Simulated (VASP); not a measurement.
# Si in VASP: notebook

Si is run at these levels: LDA; tasks: single point.

Program: VASP 6.6.1. These are calculated values, not measurements. Logs are shortened: lines on timing, memory, paths and dates and some standing lists are left out, and cuts for length are marked.

**1. The cell of the first run**

The structure is cubic, space group Fd-3m (No. 227). Conventional cell: a = 5.402 Å, b = 5.402 Å, c = 5.402 Å, α = 90.00°, β = 90.00°, γ = 90.00°. Within 3.1 Å of Si (site symmetry -43m) lie 4 Si at 2.34 Å.

**2. Single point, LDA**

INCAR reads:

```
ALGO = Normal ; EDIFF = 1E-6
ENCUT = 520 ; GGA = CA
ISIF = 2 ; ISMEAR = 0
LASPH = True ; LCHARG = False
LREAL = False ; LWAVE = False
NBANDS = 11 ; NELM = 80
PREC = Accurate ; SIGMA = 0.05
```

KPOINTS reads:

```
k-points
0
Gamma
  12 12 12
```

POSCAR reads:

```
Si
1.0
    0.0000000000      2.7007989409      2.7007989409
    2.7007989409      0.0000000000      2.7007989409
    2.7007989409      2.7007989409      0.0000000000
Si
2
Direct
    0.5000000000      0.5000000000      0.5000000000
    0.7500000000      0.7500000000      0.7500000000
```

Potentials or basis: VASP PAW LDA potentials, release 64 (Si).

Command:

```
> cat potpaw_LDA.64/Si/POTCAR > POTCAR
> mpirun -np 1 vasp_std > vasp.out
```

OUTCAR:

```text
EDIFF = 1E-6
   ENCUT = 520
   GGA = CA
   ISIF = 2
   ISMEAR = 0
   LASPH = True
   LREAL = False
   NELM = 80
   PREC = Accurate

 ion  position               nearest neighbor table
   1  0.500  0.500  0.500-   2 2.34   2 2.34   2 2.34   2 2.34
   2  0.750  0.750  0.750-   1 2.34   1 2.34   1 2.34   1 2.34

  LATTYP: Found a face centered cubic cell.
 ALAT       =     5.4015978818

  Lattice vectors:

 A1 = (   0.0000000000,   2.7007989409,   2.7007989409)
 A2 = (   2.7007989409,   0.0000000000,   2.7007989409)
 A3 = (   2.7007989409,   2.7007989409,   0.0000000000)

Analysis of symmetry for initial positions (statically):
=====================================================================
 Subroutine PRICEL returns:
 Original cell was already a primitive cell.

 Routine SETGRP: Setting up the symmetry group for a
 face centered cubic supercell.

 Subroutine GETGRP returns: Found 48 space group operations
 (whereof 24 operations were pure point group operations)
 out of a pool of 48 trial point group operations.

The static configuration has the point symmetry T_d .
 The point group associated with its full space group is O_h .

Analysis of symmetry for dynamics (positions and initial velocities):
=====================================================================
 Subroutine PRICEL returns:
 Original cell was already a primitive cell.

 Routine SETGRP: Setting up the symmetry group for a
 face centered cubic supercell.

 Subroutine GETGRP returns: Found 48 space group operations
 (whereof 24 operations were pure point group operations)
 out of a pool of 48 trial point group operations.

The dynamic configuration has the point symmetry T_d .
 The point group associated with its full space group is O_h .

 Subroutine INISYM returns: Found 48 space group operations
 (whereof 24 operations are pure point group operations),
 and found     1 'primitive' translations

----------------------------------------------------------------------------------------

                                     Primitive cell

  volume of cell :      39.4010

  direct lattice vectors                    reciprocal lattice vectors
     0.000000000  2.700798941  2.700798941    -0.185130404  0.185130404  0.185130404
     2.700798941  0.000000000  2.700798941     0.185130404 -0.185130404  0.185130404
     2.700798941  2.700798941  0.000000000     0.185130404  0.185130404 -0.185130404

  length of vectors
     3.819506491  3.819506491  3.819506491     0.320655266  0.320655266  0.320655266

  position of ions in fractional coordinates (direct lattice)
     0.500000000  0.500000000  0.500000000
     0.750000000  0.750000000  0.750000000

  ion indices of the primitive-cell ions
   primitive index   ion index
                 1           1
                 2           2

----------------------------------------------------------------------------------------

 KPOINTS: k-points

Automatic generation of k-mesh.
 Grid dimensions read from file:
 generate k-points for:   12   12   12

 Generating k-lattice:

  Cartesian coordinates                     Fractional coordinates (reciprocal lattice)
    -0.015427534  0.015427534  0.015427534     0.083333333  0.000000000  0.000000000
     0.015427534 -0.015427534  0.015427534     0.000000000  0.083333333  0.000000000
     0.015427534  0.015427534 -0.015427534     0.000000000  0.000000000  0.083333333

  Length of vectors
     0.026721272  0.026721272  0.026721272

  Shift w.r.t. Gamma in fractional coordinates (k-lattice)
     0.000000000  0.000000000  0.000000000

 Subroutine IBZKPT returns following result:
 ===========================================

 Found     72 irreducible k-points:

 Following reciprocal coordinates:
            Coordinates               Weight
  0.000000  0.000000  0.000000      1.000000
  0.083333  0.000000  0.000000      8.000000
  0.166667  0.000000  0.000000      8.000000
  0.250000  0.000000  0.000000      8.000000
  0.333333  0.000000  0.000000      8.000000
  0.416667  0.000000  0.000000      8.000000
[... 16 lines left out ...]
  0.500000  0.166667  0.000000     24.000000
 -0.416667  0.166667  0.000000     24.000000
 [... further k-points ...]
   k-points           NKPTS =     72   k-points in BZ     NKDIM =     72   number of bands    NBANDS=     11
   number of dos      NEDOS =    301   number of ions     NIONS =      2
   total plane-waves  NPLWV =  21952
   dimension x,y,z NGX =    28 NGY =   28 NGZ =   28
   dimension x,y,z NGXF=    56 NGYF=   56 NGZF=   56
   ions per type =               2
   NGX,Y,Z   is equivalent  to a cutoff of  12.19, 12.19, 12.19 a.u.
   NGXF,Y,Z  is equivalent  to a cutoff of  24.37, 24.37, 24.37 a.u.
 SYSTEM =  unknown system
   PREC   = accura    normal or accurate (medium, high low for compatibility)
   ISTART =      0    job   : 0-new  1-cont  2-samecut
   ICHARG =      2    charge: 1-file 2-atom 10-const
   ISPIN  =      1    spin polarized calculation?
   LNONCOLLINEAR =      F non collinear calculations
   LSORBIT =      F    spin-orbit coupling
   LASPH  =      T    aspherical Exc in radial PAW
   ENCUT  =  520.0 eV  38.22 Ry    6.18 a.u.   7.10  7.10  7.10*2*pi/ulx,y,z
   NELM   =     80;   NELMIN=  2; NELMDL= -5     # of ELM steps
   EDIFF  = 0.1E-05   stopping-criterion for ELM
   LREAL  =      F    real-space projection
   EDIFFG = 0.1E-04   stopping-criterion for IOM
   NSW    =      0    number of steps for IOM
   IBRION =     -1    ionic relax: 0-MD 1-quasi-New 2-CG
   NFREE  =      0    steps in history (QN), initial steepest desc. (CG)
   ISIF   =      2    stress and relaxation
   ISYM   =      2    0-nonsym 1-usesym 2-fastsym
   POTIM  = 0.5000    time-step for ionic-motion
   TEBEG  =    0.0;   TEEND  =   0.0 temperature during run
   PSTRESS=    0.0 pullay stress
   NELECT =       8.0000    total number of electrons
   NUPDOWN=      -1.0000    fix difference up-down
   EMIN   =  10.00;   EMAX   =-10.00  energy-range for DOS
   EFERMI =   0.00;   METHOD = LEGACY
   ISMEAR =     0;   SIGMA  =   0.05  broadening in eV -4-tet -1-fermi 0-gaus
   EFERMI_NEDOS =   21; number of points for ismear=-14 and -15
   IALGO  =     38    algorithm
   IMIX   =      4    mixing-type and parameters
     AMIX     =   0.40;   BMIX     =  1.00
     AMIX_MAG =   1.60;   BMIX_MAG =  1.00
  volume/ion in A,a.u.               =      19.70       132.95
  Fermi-wavevector in a.u.,A,eV,Ry     =   0.962209  1.818311 12.596892  0.925845
  Thomas-Fermi vector in A             =   2.091648
   LORBIT       =      0    0 simple, 1 ext, 2 COOP (PROOUT), +10 PAW based schemes
   GGA     = CA    functional components
   LHFCALC =     F    Hartree Fock is set to
   AEXX    =    0.0000 exact exchange contribution
   IVDW    =     0    specifies the selected vdW correction
   LEPSILON=     F    determine dielectric tensor
   LRPA    =     F    only Hartree local field effects (RPA)
 non-spin polarized calculation
 Gauss-broadening in eV      SIGMA  =   0.05
  energy-cutoff  :      520.00
  volume of cell :       39.40
 maximum number of plane-waves:      1074
   NGX = 15   NGY = 15   NGZ = 15

 number of electron       8.0000001 magnetization

 Free energy of the ion-electron system (eV)
  ---------------------------------------------------
  ext. energy  EPLUGINS =         0.00000000
  ---------------------------------------------------
  free energy    TOTEN  =       -11.91974180 eV

  energy without entropy =      -11.91974180  energy(sigma->0) =      -11.91974180

 E-fermi :   6.1421     XC(G=0):  -9.6665

 val. band max:        5.9351166534   @ k =   0.0000   0.0000   0.0000
 cond. band min:       6.3768772933   @ k =   0.4167   0.4167   0.0000
 fundamental gap:      0.4417606398
 Fermi energy:         6.1420872804

 k-point     1 :       0.0000    0.0000    0.0000
  band No.  band energies     occupation
      1      -6.1327      2.00000
      2       5.9351      2.00000
      3       5.9351      2.00000
      4       5.9351      2.00000
      5       8.4662      0.00000
      6       8.4662      0.00000
      7       8.4662      0.00000
      8       9.3296      0.00000
      9      13.6713      0.00000
     10      13.6713      0.00000
     11      13.6816      0.00000

 k-point     2 :       0.0833    0.0000    0.0000
  band No.  band energies     occupation
      1      -6.0404      2.00000
      2       5.0662      2.00000
      3       5.7885      2.00000
      4       5.7885      2.00000
      5       8.5124      0.00000
      6       8.6813      0.00000
      7       8.6813      0.00000
      8       9.9847      0.00000
      9      13.3849      0.00000
     10      13.3849      0.00000
     11      14.0808      0.00000

 k-point     3 :       0.1667    0.0000    0.0000
  band No.  band energies     occupation
      1      -5.7663      2.00000
      2       3.5272      2.00000
      3       5.4776      2.00000
      4       5.4776      2.00000
      5       8.2493      0.00000
      6       9.1212      0.00000
      7       9.1212      0.00000
      8      11.3938      0.00000
      9      12.9985      0.00000
     10      12.9985      0.00000
     11      14.8505      0.00000

 k-point     4 :       0.2500    0.0000    0.0000
  band No.  band energies     occupation
      1      -5.3211      2.00000
      2       1.9630      2.00000
      3       5.1659      2.00000
      4       5.1659      2.00000
      5       7.9198      0.00000
      6       9.4112      0.00000
      7       9.4112      0.00000
      8      12.8320      0.00000
      9      13.1050      0.00000
     10      13.1050      0.00000
     11      14.7661      0.00000
[... 239 lines left out ...]
 k-point    22 :       0.4167    0.1667    0.0000
  band No.  band energies     occupation
      1      -4.1949      2.00000
      2       0.2090      2.00000
      3       3.4591      2.00000
      4       4.0775      2.00000
      5       7.8585      0.00000
      6      10.1659      0.00000
      7      10.8029      0.00000
      8      10.9245      0.00000
      9      15.7202      0.00000
     10      16.1391      0.00000
     11      16.7679      0.00000

 k-point    23 :       0.5000    0.1667    0.0000
  band No.  band energies     occupation
      1      -3.5964      2.00000
      2      -0.7455      2.00000
      3       3.1085      2.00000
      4       4.1340      2.00000
      5       7.8908      0.00000
      6      10.0103      0.00000
      7      10.5222      0.00000
      8      12.3112      0.00000
      9      15.2554      0.00000
     10      16.4160      0.00000
     11      17.6716      0.00000

 k-point    24 :      -0.4167    0.1667    0.0000
  band No.  band energies     occupation
      1      -3.4777      2.00000
      2      -0.9103      2.00000
      3       2.8894      2.00000
      4       4.3222      2.00000
      5       8.0437      0.00000
      6       9.9545      0.00000
      7      10.2925      0.00000
      8      13.8695      0.00000
      9      14.4270      0.00000
     10      14.7097      0.00000
     11      17.0332      0.00000

 [... further k-points ...]
[... 5 lines left out ...]
  --------------------------------------------------------------------------------------
  -------------------------------------------------------------------------------------
  Total        0.0162528      0.0162528      0.0162528      0.0000000      0.0000000     -0.0000000
  in kB        0.6608946      0.6608946      0.6608946      0.0000000      0.0000000     -0.0000000
  external PRESSURE =       0.6608946 kB  Pullay stress =       0.0000000 kB

 VOLUME and BASIS-vectors are now :
 -----------------------------------------------------------------------------
  energy-cutoff  :      520.00
  volume of cell :       39.40
      direct lattice vectors                 reciprocal lattice vectors
     0.000000000  2.700798941  2.700798941    -0.185130404  0.185130404  0.185130404
     2.700798941  0.000000000  2.700798941     0.185130404 -0.185130404  0.185130404
     2.700798941  2.700798941  0.000000000     0.185130404  0.185130404 -0.185130404

 POSITION                                       TOTAL-FORCE (eV/Angst)
 -----------------------------------------------------------------------------------
      2.70080      2.70080      2.70080        -0.000000     -0.000000     -0.000000
      4.05120      4.05120      4.05120         0.000000      0.000000      0.000000
 -----------------------------------------------------------------------------------
    total drift:                                0.000000      0.000000     -0.000000

  FREE ENERGIE OF THE ION-ELECTRON SYSTEM (eV)
  ---------------------------------------------------
  free  energy   TOTEN  =       -11.9197417951 eV

  energy  without entropy=      -11.9197417951  energy(sigma->0) =      -11.91974180
```

Run time: 23 s. Hardware: 1 thread of AMD EPYC 7R43 (Zen 3), shared host; peak memory 0.11 GiB.

What came out:

| Quantity | Value |
| --- | --- |
| Free energy | -11.9197 eV |
| Pressure | 0.1 GPa |
| Band gap on the k mesh | 0.44 eV, indirect (least direct gap 2.53 eV) |

A k mesh can miss the band edges.

**3. Single point, LDA**

INCAR reads:

```
ALGO = Normal
EDIFF = 1E-6
ENCUT = 520
ISIF = 2
ISMEAR = 0
LASPH = T
LCHARG = F
LREAL = F
LWAVE = F
NBANDS = 11
NELM = 100
PREC = Accurate
SIGMA = 0.05
```

KPOINTS is that of step 2.

POSCAR reads:

```
Si
1.0
    0.0000000000      2.6535349594      2.7953269038
    2.6535349594      0.0000000000      2.7953269038
    2.6535349594      2.6535349594      0.0000000000
Si
2
Direct
    0.5000000000      0.5000000000      0.5000000000
    0.7500000000      0.7500000000      0.7500000000
```

Potentials or basis: VASP PAW LDA potentials, release 64 (Si).

Command:

```
> cat potpaw_LDA.64/Si/POTCAR > POTCAR
> mpirun -np 1 vasp_std > vasp.out
```

It took 87 s on 1 thread of AMD EPYC 7R43 (Zen 3), shared host; peak memory 0.13 GiB.

Results (log left out):

```yaml
Free_energy: -11.8970 eV
Pressure: 0.1 GPa
Band_gap_on_the_k_mesh: 0.16 eV, indirect (least direct gap 2.33 eV)
```

Stress tensor (GPa, compression positive):
```
 1.90  0.00  0.00
 0.00  1.90  0.00
 0.00  0.00 -3.59
```

Levels at points of the mesh, in eV from the valence-band top:
```tsv
k point	band 1	band 2	band 3	band 4	band 5	band 6	band 7	band 8	band 9
(0.00, 0.00, 0.00)	-12.21	-0.39	0.00	0.00	2.35	2.35	2.53	3.23	7.11
(0.50, 0.00, 0.00)	-9.82	-7.20	-1.60	-1.08	1.25	3.07	3.36	7.44	10.17
(0.50, 0.50, 0.00)	-8.21	-8.21	-2.75	-2.75	0.72	0.72	10.03	10.03	10.71
(0.50, 0.00, 0.50)	-7.89	-7.89	-3.15	-3.15	0.31	0.31	9.60	9.60	11.25
```

Caveat: the cell differs from its parent crystal (strain +e along x and -e along y +0.0000, strain +e along z and -e/2 along x and y +0.0350). A k mesh can miss the band edges.

**4. Single point, LDA**

INCAR reads:

```
PREC     = Accurate       # precision mode
ENCUT    = 520            # plane-wave cutoff, eV
EDIFF    = 1E-7           # SCF threshold, eV
ISMEAR   = 0              # smearing method
SIGMA    = 0.05           # smearing width, eV
LREAL    = F              # projectors in reciprocal space
LASPH    = T              # aspherical terms in the spheres
NELM     = 60             # most SCF steps
ALGO     = Normal         # electronic algorithm
ISIF     = 2              # what is computed and relaxed
LWAVE    = F              # write WAVECAR
LCHARG   = F              # write CHGCAR
GGA      = CA             # functional
NBANDS   = 11             # bands
```

KPOINTS reads:

```
Automatic mesh
0
Gamma
  12 12 12
```

POSCAR reads:

```
Si
1.0
    0.0000000000      2.7244309316      2.6535349594
    2.7244309316      0.0000000000      2.6535349594
    2.7244309316      2.7244309316      0.0000000000
Si
2
Direct
    0.5000000000      0.5000000000      0.5000000000
    0.7500000000      0.7500000000      0.7500000000
```

Command:

```
> cat potpaw_LDA.64/Si/POTCAR > POTCAR
> mpirun -np 1 vasp_std > vasp.out
```

Run time: 68 s. Hardware: 1 thread of AMD EPYC 7R43 (Zen 3), shared host; peak memory 0.13 GiB.

It converged, with:

```
Free energy            : -11.9144 eV
Pressure               : 0.1 GPa
Band gap on the k mesh : 0.16 eV, indirect (least direct gap 2.35 eV)
```

Stress tensor (GPa, compression positive):
```
-0.74  0.00  0.00
 0.00 -0.74  0.00
 0.00  0.00  1.69
```

Levels at points of the mesh, in eV from the valence-band top:
```csv
k point,band 1,band 2,band 3,band 4,band 5,band 6,band 7,band 8,band 9
"(0.00, 0.00, 0.00)",-12.19,-0.18,-0.18,0.00,2.35,2.45,2.45,3.27,7.38
"(0.50, 0.00, 0.00)",-9.81,-7.19,-1.45,-1.21,1.34,3.06,3.30,7.43,10.28
"(0.50, 0.50, 0.00)",-7.88,-7.88,-3.15,-3.15,0.31,0.31,9.97,9.97,10.91
"(0.50, 0.00, 0.50)",-8.04,-8.04,-2.95,-2.95,0.53,0.53,9.89,9.89,10.94
```

Caveat: the cell differs from its parent crystal (strain +e along x and -e along y +0.0000, strain +e along z and -e/2 along x and y -0.0175). A k mesh can miss the band edges.

**5. Single point, LDA**

INCAR reads:

```
PREC     = Accurate       # precision mode
ENCUT    = 520            # plane-wave cutoff, eV
EDIFF    = 1E-6           # SCF threshold, eV
ISMEAR   = 0              # smearing method
SIGMA    = 0.05           # smearing width, eV
LREAL    = F              # projectors in reciprocal space
LASPH    = T              # aspherical terms in the spheres
NELM     = 80             # most SCF steps
ALGO     = Normal         # electronic algorithm
ISIF     = 2              # what is computed and relaxed
LWAVE    = F              # write WAVECAR
LCHARG   = F              # write CHGCAR
NBANDS   = 11             # bands
```

KPOINTS is that of step 4.

POSCAR reads:

```
Si
1.0
    0.0000000000      2.6771669502      2.7480629224
    2.6771669502      0.0000000000      2.7480629224
    2.6771669502      2.6771669502      0.0000000000
Si
2
Direct
    0.5000000000      0.5000000000      0.5000000000
    0.7500000000      0.7500000000      0.7500000000
```

Command:

```
> cat potpaw_LDA.64/Si/POTCAR > POTCAR
> mpirun -np 1 vasp_std > vasp.out
```

Run time: 86 s. Hardware: 1 thread of AMD EPYC 7R43 (Zen 3), shared host; peak memory 0.14 GiB.

It converged, with:

```
Free energy            : -11.9142 eV
Pressure               : 0.1 GPa
Band gap on the k mesh : 0.30 eV, indirect (least direct gap 2.44 eV)
```

Stress tensor (GPa, compression positive):
```
 0.95  0.00  0.00
 0.00  0.95  0.00
 0.00  0.00 -1.69
```

Levels at points of the mesh, in eV from the valence-band top:
| k point | band 1 | band 2 | band 3 | band 4 | band 5 | band 6 | band 7 | band 8 | band 9 |
| --- | --- | --- | --- | --- | --- | --- | --- | --- | --- |
| (0.00, 0.00, 0.00) | -12.13 | -0.19 | 0.00 | 0.00 | 2.44 | 2.44 | 2.53 | 3.32 | 7.43 |
| (0.50, 0.00, 0.00) | -9.75 | -7.13 | -1.40 | -1.14 | 1.40 | 3.15 | 3.33 | 7.48 | 10.36 |
| (0.50, 0.50, 0.00) | -8.04 | -8.04 | -2.82 | -2.82 | 0.65 | 0.65 | 10.08 | 10.08 | 10.85 |
| (0.50, 0.00, 0.50) | -7.88 | -7.88 | -3.02 | -3.02 | 0.44 | 0.44 | 9.93 | 9.93 | 11.05 |

Caveat: the cell differs from its parent crystal (strain +e along x and -e along y +0.0000, strain +e along z and -e/2 along x and y +0.0175). A k mesh can miss the band edges.

(Part 1 of 2 ends here.)
